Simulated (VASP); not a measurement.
# Te2Mo in VASP: settings compared, part 2 of 2

VASP 6.6.1.

### Step 5. Single point, PBEsol (atoms moved at random)

Contents of INCAR:

```
PREC = Accurate
ENCUT = 520
EDIFF = 1E-7
ISMEAR = -1
SIGMA = 0.05
LREAL = F
LASPH = T
NELM = 60
ALGO = Normal
ISIF = 2
LWAVE = F
LCHARG = F
GGA = PS
NBANDS = 35
```

Contents of KPOINTS:

```
Automatic mesh
0
Gamma
  9 9 2
```

Contents of POSCAR:

```
Te2Mo
1.0
    3.5182000000      0.0000000000      0.0000000000
   -1.7591000000      3.0468505756      0.0000000000
    0.0000000000      0.0000000000     13.9736000000
Te Mo
4 2
Direct
    0.6822110000      0.3500440000      0.3794080000
    0.3326170000      0.6686400000      0.8801280000
    0.6757690000      0.3414140000      0.1238430000
    0.3448300000      0.6749580000      0.6230410000
    0.6528290000      0.3186500000      0.7488880000
    0.3194740000      0.6567010000      0.2524740000
```

Potentials or basis: VASP PAW PBE potentials, release 64 (Te, Mo_sv).

Started as:

```
cat potpaw_PBE.64/Te/POTCAR potpaw_PBE.64/Mo_sv/POTCAR > POTCAR
mpirun -np 1 vasp_std > vasp.out
```

OUTCAR:

```text
PREC = Accurate
   ENCUT = 520
   EDIFF = 1E-7
   ISMEAR = -1
   LREAL = F
   LASPH = T
   NELM = 60
   ISIF = 2
   GGA = PS

 ion  position               nearest neighbor table
   1  0.682  0.350  0.379-   6 2.63   6 2.70   6 2.76   3 3.57
   2  0.333  0.669  0.880-   5 2.70   5 2.75   5 2.77   4 3.59
   3  0.676  0.341  0.124-   6 2.66   6 2.72   6 2.75   1 3.57
   4  0.345  0.675  0.623-   5 2.63   5 2.68   5 2.75   2 3.59
   5  0.653  0.319  0.749-   4 2.63   4 2.68   2 2.70   2 2.75   4 2.75   2 2.77
   6  0.319  0.657  0.252-   1 2.63   3 2.66   1 2.70   3 2.72   3 2.75   1 2.76

  LATTYP: Found a hexagonal cell.
 ALAT       =     3.5182000000
 C/A-ratio  =     3.9718037633

  Lattice vectors:

 A1 = (   3.5182000000,   0.0000000000,   0.0000000000)
 A2 = (  -1.7591000000,   3.0468505756,   0.0000000000)
 A3 = (   0.0000000000,   0.0000000000,  13.9736000000)

Analysis of symmetry for initial positions (statically):
=====================================================================
 Subroutine PRICEL returns:
 Original cell was already a primitive cell.

 Routine SETGRP: Setting up the symmetry group for a
 hexagonal supercell.

 Subroutine GETGRP returns: Found  1 space group operations
 (whereof  1 operations were pure point group operations)
 out of a pool of 24 trial point group operations.

The static configuration has the point symmetry C_1 .

Analysis of symmetry for dynamics (positions and initial velocities):
=====================================================================
 Subroutine PRICEL returns:
 Original cell was already a primitive cell.

 Routine SETGRP: Setting up the symmetry group for a
 hexagonal supercell.

 Subroutine GETGRP returns: Found  1 space group operations
[... 128 lines left out ...]
   IALGO  =     38    algorithm
   IMIX   =      4    mixing-type and parameters
     AMIX     =   0.40;   BMIX     =  1.00
     AMIX_MAG =   1.60;   BMIX_MAG =  1.00
  volume/ion in A,a.u.               =      24.96       168.47
  Fermi-wavevector in a.u.,A,eV,Ry     =   1.150578  2.174277 18.011787  1.323829
  Thomas-Fermi vector in A             =   2.287241
   LORBIT       =      0    0 simple, 1 ext, 2 COOP (PROOUT), +10 PAW based schemes
   GGA     = PS    functional components
   LHFCALC =     F    Hartree Fock is set to
   AEXX    =    0.0000 exact exchange contribution
   IVDW    =     0    specifies the selected vdW correction
   LEPSILON=     F    determine dielectric tensor
   LRPA    =     F    only Hartree local field effects (RPA)
 non-spin polarized calculation
  energy-cutoff  :      520.00
  volume of cell :      149.79
 maximum number of plane-waves:      4095
 NGX is ok and might be reduce to    28
   NGX = 13   NGY = 13   NGZ = 51

 number of electron      52.0000000 magnetization

 Free energy of the ion-electron system (eV)
  ---------------------------------------------------
  ext. energy  EPLUGINS =         0.00000000
  ---------------------------------------------------
  free energy    TOTEN  =       -39.27670192 eV

  energy without entropy =      -39.27665390  energy(sigma->0) =      -39.27667791

 E-fermi :   8.4075     XC(G=0): -10.5702

 val. band max:        8.0644795267   @ k =   0.0000   0.0000   0.0000
 cond. band min:       8.7820740306   @ k =   0.2222   0.2222   0.0000
 fundamental gap:      0.7175945039
 Fermi energy:         8.4074890574

 k-point     1 :       0.0000    0.0000    0.0000
  band No.  band energies     occupation
      1     -52.7143      2.00000
      2     -52.7111      2.00000
      3     -26.9178      2.00000
      4     -26.9112      2.00000
      5     -26.8020      2.00000
      6     -26.7913      2.00000
[... 901 lines left out ...]
     34      12.1562      0.00000
     35      12.4281      0.00000

 [... further k-points ...]

------------------------ aborting loop because EDIFF is reached ----------------------------------------

  FORCE on cell =-STRESS in cart. coord.  units (eV):
  Direction    XX          YY          ZZ          XY          YZ          ZX
  --------------------------------------------------------------------------------------
  -------------------------------------------------------------------------------------
  Total       -0.4850188     -0.6413840      1.0946811      0.1257498      0.0114361      0.1902482
  in kB       -5.1878710     -6.8603891     11.7089572      1.3450484      0.1223226      2.0349374
  external PRESSURE =      -0.1131010 kB  Pullay stress =       0.0000000 kB

 VOLUME and BASIS-vectors are now :
 -----------------------------------------------------------------------------
  energy-cutoff  :      520.00
  volume of cell :      149.79
      direct lattice vectors                 reciprocal lattice vectors
     3.518200000  0.000000000  0.000000000     0.284236257  0.164103880  0.000000000
    -1.759100000  3.046850576  0.000000000     0.000000000  0.328207759  0.000000000
     0.000000000  0.000000000 13.973600000     0.000000000  0.000000000  0.071563520

 POSITION                                       TOTAL-FORCE (eV/Angst)
 -----------------------------------------------------------------------------------
      1.78439      1.06653      5.30170        -0.449303     -0.583567      0.403400
     -0.00599      2.03725     12.29856        -0.120485     -0.339047     -0.325775
      1.77691      1.04024      1.73053        -0.359695     -0.399901     -0.096826
      0.02586      2.05650      8.70613        -0.334657     -0.536652     -0.517114
      1.73625      0.97088     10.46466         0.455625      0.883479      0.854218
     -0.03123      2.00087      3.52797         0.808515      0.975689     -0.317902
 -----------------------------------------------------------------------------------
    total drift:                                0.000044     -0.000003     -0.000199

  FREE ENERGIE OF THE ION-ELECTRON SYSTEM (eV)
  ---------------------------------------------------
  free  energy   TOTEN  =       -39.2767019235 eV

  energy  without entropy=      -39.2766538976  energy(sigma->0) =      -39.27667791
```

OSZICAR:

```text
N       E                     dE             d eps       ncg     rms          rms(c)
DAV:   1     0.392431854647E+03    0.39243E+03   -0.26940E+04  6532   0.133E+03
DAV:   2    -0.192108009045E+02   -0.41164E+03   -0.39859E+03  6990   0.319E+02
DAV:   3    -0.402339237390E+02   -0.21023E+02   -0.20572E+02  6995   0.630E+01
[... 12 lines left out ...]
DAV:  16    -0.392767030995E+02    0.23908E-05   -0.28066E-06  6727   0.873E-03    0.229E-02
DAV:  17    -0.392767021895E+02    0.90998E-06   -0.10521E-06  6521   0.540E-03    0.103E-02
DAV:  18    -0.392767020393E+02    0.15013E-06   -0.15003E-07  3595   0.195E-03    0.570E-03
DAV:  19    -0.392767019262E+02    0.11310E-06   -0.20517E-07  4345   0.221E-03    0.515E-04
DAV:  20    -0.392767019235E+02    0.27640E-08   -0.13292E-08  3329   0.567E-04
   1 F= -.39276702E+02 E0= -.39276678E+02  d E =-.480259E-04
```

Run time: 17 min. Hardware: 1 thread of Intel Xeon 8259CL, shared host; peak memory 0.51 GiB.

What came out:

| Quantity | Value |
| --- | --- |
| Free energy | -39.2767 eV |
| Pressure | 0.0 GPa |
| Largest force | 1.311 eV/Å |
| Band gap on the k mesh | 0.72 eV (least direct gap 1.01 eV) |

Forces in eV/Å, atoms in the order of the input:
```
Te  -0.449 -0.584  0.403
Te  -0.120 -0.339 -0.326
Te  -0.360 -0.400 -0.097
Te  -0.335 -0.537 -0.517
Mo   0.456  0.883  0.854
Mo   0.809  0.976 -0.318
```

Levels at points of the mesh, in eV from the valence-band top:
| k point | band 22 | band 23 | band 24 | band 25 | band 26 | band 27 | band 28 | band 29 | band 30 | band 31 |
| --- | --- | --- | --- | --- | --- | --- | --- | --- | --- | --- |
| (0.00, 0.00, 0.00) | -1.11 | -0.92 | -0.91 | -0.38 | 0.00 | 2.64 | 2.69 | 3.00 | 3.03 | 3.22 |
| (0.00, 0.00, 0.50) | -1.28 | -0.91 | -0.91 | -0.21 | -0.02 | 2.63 | 2.68 | 3.03 | 3.09 | 3.17 |

Caveat: the cell differs from its parent crystal (atoms moved at random); the PAW data sets were made with another functional, which shifts forces and pressure a little; spin-orbit coupling is left out, which moves the levels of the heavy elements; an odd mesh through Γ misses points on the zone boundary, where band edges can lie.

### Step 6. Single point, PBE

This run uses another cell than the first one, of 24.47 Å³/atom.

Contents of INCAR:

```
SYSTEM = Te2Mo
PREC     = Accurate       ! precision mode
ENCUT    = 520            ! plane-wave cutoff, eV
EDIFF    = 1E-6           ! SCF threshold, eV
ISMEAR   = -1             ! smearing method
SIGMA    = 0.05           ! smearing width, eV
LREAL    = .FALSE.        ! projectors in reciprocal space
LASPH    = .TRUE.         ! aspherical terms in the spheres
NELM     = 60             ! most SCF steps
ALGO     = Normal         ! electronic algorithm
ISIF     = 2              ! what is computed and relaxed
LWAVE    = .FALSE.        ! write WAVECAR
LCHARG   = .TRUE.         ! write CHGCAR
GGA      = PE             ! functional
LELF     = .TRUE.         ! ELF
LVHAR    = .TRUE.       
NBANDS   = 35             ! bands
```

Contents of KPOINTS:

```
Automatic mesh
0
G
  7 7 2
  0 0 0
```

Contents of POSCAR:

```
Te2Mo
1.0
    3.4830180000      0.0000000000      0.0000000000
   -1.7415090000      3.0163820698      0.0000000000
    0.0000000000      0.0000000000     13.9736000000
Te Mo
4 2
Direct
    0.6666666667      0.3333333333      0.3790000000
    0.3333333333      0.6666666667      0.8790000000
    0.6666666667      0.3333333333      0.1210000000
    0.3333333333      0.6666666667      0.6210000000
    0.6666666667      0.3333333333      0.7500000000
    0.3333333333      0.6666666667      0.2500000000
```

Potentials or basis: VASP PAW PBE potentials, release 64 (Te, Mo_sv).

Started as:

```
cat potpaw_PBE.64/Te/POTCAR potpaw_PBE.64/Mo_sv/POTCAR > POTCAR
mpirun -np 1 vasp_std > vasp.out
```

Wall time 2.5 min (1 thread of Intel Xeon 8259CL, shared host); peak memory 0.31 GiB.

The run converged. Its results:

* Free energy: -35.9149 eV
* Pressure: 5.0 GPa
* Largest force: 0.380 eV/Å
* Band gap on the k mesh: 0.88 eV (least direct gap 1.29 eV)

Forces on the atoms (eV/Å):
```
Te   0.000  0.000  0.380
Te   0.000  0.000  0.380
Te   0.000  0.000 -0.380
Te   0.000  0.000 -0.380
Mo   0.000  0.000  0.000
Mo   0.000  0.000  0.000
```

Stress tensor (GPa, compression positive):
```
4.91 0.00 0.00
0.00 4.91 0.00
0.00 0.00 5.07
```

Levels at points of the mesh, in eV from the valence-band top:
```
           k point  band 22  band 23  band 24  band 25  band 26  band 27  band 28  band 29  band 30  band 31
(0.00, 0.00, 0.00)    -0.99    -0.95    -0.95    -0.36     0.00     3.07     3.07     3.20     3.20     3.31
(0.00, 0.00, 0.50)    -0.97    -0.97    -0.97    -0.09    -0.09     3.11     3.11     3.11     3.11     3.47
```

Caveat: the cell stands under pressure; spin-orbit coupling is left out, which moves the levels of the heavy elements; an odd mesh through Γ misses points on the zone boundary, where band edges can lie; this functional lacks dispersion, which binds the layers, so the pressure and a relaxed spacing across them are unreliable.

### Step 7. Overview

```csv
level,cell,k mesh,cutoff (eV),smearing,dipole correction,tolerance level,purpose,gap on the mesh (eV),pressure (GPa),largest force (eV/Å)
PBE exchange alone,"a = 3.811, b = 3.811, c = 19.940 Å, angles 90.0, 90.0, 120.0°, 6 atoms, atomic positions A",9 × 9 × 2,520,fermi-dirac 0.05 eV,no,-,-,0.72,0.1,0.02
r2SCAN+rVV10,"a = 3.518, b = 3.518, c = 13.974 Å, angles 90.0, 90.0, 120.0°, 6 atoms, atomic positions B",7 × 7 × 2,320,gaussian 0.03 eV,-,tight,levels,0.93,1.3,0.01
r2SCAN+rVV10,"a = 3.518, b = 3.518, c = 13.974 Å, angles 90.0, 90.0, 120.0°, 6 atoms, atomic positions B",11 × 11 × 3,640,gaussian 0.03 eV,-,tight,levels,0.83,1.5,-
PBEsol,"a = 3.518, b = 3.518, c = 13.974 Å, angles 90.0, 90.0, 120.0°, 6 atoms, atomic positions C",9 × 9 × 2,520,fermi-dirac 0.05 eV,no,-,-,0.72,0.0,1.31
PBE,"a = 3.483, b = 3.483, c = 13.974 Å, angles 90.0, 90.0, 120.0°, 6 atoms, atomic positions B",7 × 7 × 2,520,fermi-dirac 0.05 eV,no,-,-,0.88,5.0,0.38
```

Alike in all rows: task single point; potentials or basis VASP PAW PBE potentials, release 64 (Te, Mo_sv); no spin polarisation.

Caveats: spin-orbit coupling is left out, which moves the levels of the heavy elements; an odd mesh through Γ misses points on the zone boundary, where band edges can lie; the PAW data sets were made with another functional, which shifts forces and pressure a little (at least some runs); the cell stands under pressure (at least some runs); this functional lacks dispersion, which binds the layers, so the pressure and a relaxed spacing across them are unreliable (at least some runs).

Absolute energies hang on the potentials; compare differences alone.

### Step 8. Against experiment

Step 2. A measured gap of Te2Mo is 0.88 eV (indirect; 300 K; quoted in “Broadband infrared study of pressure-tunable Fano resonance and metallization transition in 2H-MoTe2”, 2022, pmc:9569381); the calculated 0.72 eV misses it by -0.16 eV. Spin-orbit coupling on Mo, Te is left out. The value is that of PBE exchange alone on a finite k mesh, which can miss the band edges, without temperature or zero-point motion.
